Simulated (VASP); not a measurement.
# Li (C2/m) in VASP: notebook, part 2 of 2

VASP 6.6.1. Earlier steps stand in the parts before.

## 3. Electric field gradients, PBE

The input, INCAR:

```
PREC = Accurate
ENCUT = 520
EDIFF = 1E-8
ISMEAR = -1
SIGMA = 0.05
LREAL = False
LASPH = True
NELM = 60
ALGO = Normal
ISIF = 2
LWAVE = False
LCHARG = False
GGA = PE
LEFG = True
ISYM = 0
NBANDS = 10
```

The input, KPOINTS:

```
Automatic mesh
0
Gamma
  11 11 6
  0.5 0.5 0.5
```

The input, POSCAR:

```
Li
1.0
    3.0646488937      0.0000000000      0.0000000000
   -1.5323244468      2.6540637956      0.0000000000
    0.0000000000      0.0000000000      4.9647312077
Li
2
Direct
    0.2333333333      0.6166666667      0.1750000000
    0.7666666667      0.3833333333      0.8250000000
```

Potentials or basis: VASP PAW PBE potentials, release 64 (Li_sv).

The run is started by

```bash
$ cat potpaw_PBE.64/Li_sv/POTCAR > POTCAR
$ mpirun -np 1 vasp_std > vasp.out
```

OUTCAR:

```text
PREC = Accurate
   ENCUT = 520
   EDIFF = 1E-8
   ISMEAR = -1
   LREAL = False
   LASPH = True
   NELM = 60
   ISIF = 2
   GGA = PE
   ISYM = 0

 ion  position               nearest neighbor table
   1  0.233  0.617  0.175-   2 2.13
   2  0.767  0.383  0.825-   1 2.13

IMPORTANT INFORMATION: All symmetrisations will be switched off!
NOSYMM: (Re-)initialisation of all symmetry stuff for point group C_1.

----------------------------------------------------------------------------------------

                                     Primitive cell

  volume of cell :      40.3820

  direct lattice vectors                    reciprocal lattice vectors
     3.064648894  0.000000000  0.000000000     0.326301653  0.188390347  0.000000000
    -1.532324447  2.654063796  0.000000000     0.000000000  0.376780694  0.000000000
     0.000000000  0.000000000  4.964731208     0.000000000  0.000000000  0.201420773

  length of vectors
     3.064648894  3.064648894  4.964731208     0.376780694  0.376780694  0.201420773

  position of ions in fractional coordinates (direct lattice)
     0.233333333  0.616666667  0.175000000
     0.766666667  0.383333333  0.825000000

  ion indices of the primitive-cell ions
   primitive index   ion index
                 1           1
                 2           2

----------------------------------------------------------------------------------------

 KPOINTS: Automatic mesh

Automatic generation of k-mesh.
 Grid dimensions read from file:
 generate k-points for:   11   11    6

 Generating k-lattice:

  Cartesian coordinates                     Fractional coordinates (reciprocal lattice)
[... 123 lines left out ...]
      8      13.9993      0.00000
      9      15.0462      0.00000
     10      15.4354      0.00000
[... 287 lines left out ...]
 k-point    24 :       0.2727   -0.2273    0.0833
  band No.  band energies     occupation
      1     -46.1054      2.00000
      2     -45.9965      2.00000
      3      -1.8994      2.00000
      4       2.0212      0.00000
      5       3.8591      0.00000
      6       7.4515      0.00000
      7       9.8700      0.00000
      8      11.8724      0.00000
      9      12.7102      0.00000
     10      13.2033      0.00000

 [... further k-points ...]
[... 5 lines left out ...]
  --------------------------------------------------------------------------------------
  -------------------------------------------------------------------------------------
  Total        0.4894309      0.1103806      1.3326014      0.3281706      0.2835923      0.4911908
  in kB       19.4184320      4.3794071     52.8716674     13.0203432     11.2516743     19.4882565
  external PRESSURE =      25.5565022 kB  Pullay stress =       0.0000000 kB

 VOLUME and BASIS-vectors are now :
 -----------------------------------------------------------------------------
  energy-cutoff  :      520.00
  volume of cell :       40.38
      direct lattice vectors                 reciprocal lattice vectors
     3.064648894  0.000000000  0.000000000     0.326301653  0.188390347  0.000000000
    -1.532324447  2.654063796  0.000000000     0.000000000  0.376780694  0.000000000
     0.000000000  0.000000000  4.964731208     0.000000000  0.000000000  0.201420773

 POSITION                                       TOTAL-FORCE (eV/Angst)
 -----------------------------------------------------------------------------------
     -0.22985      1.63667      0.86883         0.320546      0.185067      1.320398
      1.76217      1.01739      4.09590        -0.320546     -0.185067     -1.320398
 -----------------------------------------------------------------------------------
    total drift:                               -0.000000     -0.000000      0.000000

  FREE ENERGIE OF THE ION-ELECTRON SYSTEM (eV)
  ---------------------------------------------------
  free  energy   TOTEN  =        -3.3268328878 eV

  energy  without entropy=       -3.3186383981  energy(sigma->0) =       -3.32273564

 Electric field gradients (V/A^2)
---------------------------------------------------------------------
 ion       V_xx      V_yy      V_zz      V_xy      V_xz      V_yz
---------------------------------------------------------------------
   1      -0.294    -1.040     1.333     0.640     0.958     0.553
   2      -0.294    -1.040     1.333     0.640     0.958     0.553
---------------------------------------------------------------------

 Electric field gradients after diagonalization (V/A^2)
 (convention: |V_zz| > |V_xx| > |V_yy|)
----------------------------------------------------------------------
 ion       V_xx      V_yy      V_zz     asymmetry (V_yy - V_xx)/ V_zz
----------------------------------------------------------------------
   1      -1.407    -0.569     1.976       0.424
   2      -1.407    -0.569     1.976       0.424
----------------------------------------------------------------------

           NMR quadrupolar parameters

 Cq : quadrupolar parameter    Cq=e*Q*V_zz/h
 eta: asymmetry parameters     (V_yy - V_xx)/ V_zz
 Q  : nuclear electric quadrupole moment in mb (millibarn)
----------------------------------------------------------------------
 ion       Cq(MHz)       eta       Q (mb)
----------------------------------------------------------------------
   1       0.005       0.424       1.000
   2       0.005       0.424       1.000
----------------------------------------------------------------------
```

OSZICAR:

```text
N       E                     dE             d eps       ncg     rms          rms(c)
DAV:   1     0.183618850277E+02    0.18362E+02   -0.31868E+03 21844   0.567E+02
DAV:   2    -0.303718817496E+00   -0.18666E+02   -0.18220E+02 27224   0.111E+02
DAV:   3    -0.345938726024E+01   -0.31557E+01   -0.31335E+01 36648   0.334E+01
DAV:   4    -0.353322232644E+01   -0.73835E-01   -0.73747E-01 28922   0.556E+00
DAV:   5    -0.353394571439E+01   -0.72339E-03   -0.72336E-03 30086   0.558E-01    0.124E+00
DAV:   6    -0.337053035977E+01    0.16342E+00   -0.20673E-01 24004   0.124E+00    0.592E-01
DAV:   7    -0.332683809538E+01    0.43692E-01   -0.18622E-01 26134   0.113E+00    0.942E-02
DAV:   8    -0.332698621302E+01   -0.14812E-03   -0.29139E-03 26018   0.192E-01    0.453E-02
DAV:   9    -0.332683575835E+01    0.15045E-03   -0.57512E-04 27530   0.720E-02    0.110E-02
DAV:  10    -0.332683329893E+01    0.24594E-05   -0.71932E-06 31018   0.147E-02    0.330E-03
DAV:  11    -0.332683284101E+01    0.45793E-06   -0.12355E-06 28162   0.469E-03    0.766E-04
DAV:  12    -0.332683294426E+01   -0.10326E-06   -0.27442E-08 31356   0.113E-03    0.403E-04
DAV:  13    -0.332683289061E+01    0.53649E-07   -0.25378E-08 25650   0.623E-04    0.456E-05
DAV:  14    -0.332683288778E+01    0.28306E-08   -0.37246E-10 13594   0.141E-04
   1 F= -.33268329E+01 E0= -.33227356E+01  d E =-.819449E-02
```

stdout:

```text
POSCAR found type information on POSCAR Li
 POSCAR found :  1 types and       2 ions
 scaLAPACK will be used
 LDA part: xc-table for (Slater+PW92), standard interpolation
 POSCAR, INCAR and KPOINTS ok, starting setup
 FFT: planning ... GRIDC
 FFT: planning ... GRID_SOFT
 FFT: planning ... GRID
 WAVECAR not read
 entering main loop
ion   1
     0.0000222    -0.1372269    -0.0754419    -0.2916173    -0.1306751    -0.0792186
     0.0000306    -0.1372269    -0.0754419    -0.2916173    -0.1306751    -0.0792186
     0.0000422    -0.1372269    -0.0754419    -0.2916173    -0.1306751    -0.0792186
     0.0000581    -0.1372269    -0.0754419    -0.2916173    -0.1306751    -0.0792186

     0.0000222    -0.1541136    -0.0847255    -0.3275027    -0.1467556    -0.0889670
     0.0000306    -0.1541136    -0.0847255    -0.3275027    -0.1467556    -0.0889670
     0.0000422    -0.1541136    -0.0847255    -0.3275027    -0.1467556    -0.0889670
     0.0000581    -0.1541136    -0.0847255    -0.3275027    -0.1467556    -0.0889670

ion   2
     0.0000222    -0.1372269    -0.0754419    -0.2916173    -0.1306752    -0.0792186
     0.0000306    -0.1372269    -0.0754419    -0.2916173    -0.1306752    -0.0792186
     0.0000422    -0.1372269    -0.0754419    -0.2916173    -0.1306752    -0.0792186
     0.0000581    -0.1372269    -0.0754419    -0.2916173    -0.1306752    -0.0792186

     0.0000222    -0.1541136    -0.0847255    -0.3275027    -0.1467556    -0.0889670
     0.0000306    -0.1541136    -0.0847255    -0.3275027    -0.1467556    -0.0889670
     0.0000422    -0.1541136    -0.0847255    -0.3275027    -0.1467556    -0.0889670
     0.0000581    -0.1541136    -0.0847255    -0.3275027    -0.1467556    -0.0889670
```

Run time: 4.6 min. Hardware: 1 thread of AMD EPYC 7R43 (Zen 3), shared host; peak memory 0.37 GiB.

Results:

```
Free energy            : -3.3268 eV
Largest force          : 1.371 eV/Å
Band gap on the k mesh : zero (band 3 reaches 1.96 eV, above the bottom of band 4 at -1.17 eV)
```

Forces in eV/Å, atoms in the order of the input:
```
Li   0.321  0.185  1.320
Li  -0.321 -0.185 -1.320
```

Levels at points of the mesh, in eV from the Fermi level:
```csv
k point,band 1,band 2,band 3,band 4,band 5,band 6,band 7,band 8
"(0.05, 0.05, 0.08)",-46.63,-46.51,-3.27,0.45,2.84,11.06,11.38,13.48
```

Electric field gradients, principal values (V/Å²):
| atom | least | middle | greatest (by size) |
| --- | --- | --- | --- |
| 1 Li | -0.569 | -1.407 | 1.976 |
| 2 Li | -0.569 | -1.407 | 1.976 |

Caveat: the cutoff is under 1.25 times the usual one of these potentials, so pressure, stress and relaxed cells hold a basis-set (Pulay) error; without QUAD_EFG the Cq values of the log hold for a quadrupole moment of 1 mb, not for the nuclei; forces of over 1 eV/Å act on the atoms, so gaps and moduli don't describe the material at rest.
